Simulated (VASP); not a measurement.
Here is a VASP 6.6.1 calculation.

INCAR

```
SYSTEM = Fe
PREC = Accurate
ENCUT = 520
EDIFF = 1E-7
ISMEAR = -1
SIGMA = 0.05
LREAL = .False.
LASPH = .True.
NELM = 150
ALGO = Normal
ISIF = 2
LWAVE = .False.
LCHARG = .False.
ISPIN = 2
MAGMOM = 3
LORBIT = 11
LMAXMIX = 4
GGA = PE
NBANDS = 14
```

The input KPOINTS:

```
Automatic mesh
0
Gamma
  11 11 1
  0 0 0
```

File POSCAR:

```
Fe
1.0
    2.3111900000      0.0000000000      0.0000000000
    0.0000000000      2.3111900000      0.0000000000
    0.0000000000      0.0000000000     23.8000000000
Fe
1
Direct
    0.0000000000      0.0000000000      0.2941200000
```

Potentials or basis: VASP PAW PBE potentials, release 64 (Fe).

Command:

```sh
$ cat potpaw_PBE.64/Fe/POTCAR > POTCAR
$ mpirun -np 1 vasp_std > vasp.out
```

Task: Predict the site moments.

Result: Fe +2.67 μB.

Task: Estimate the net moment.

Result: 2.73 μB per cell.
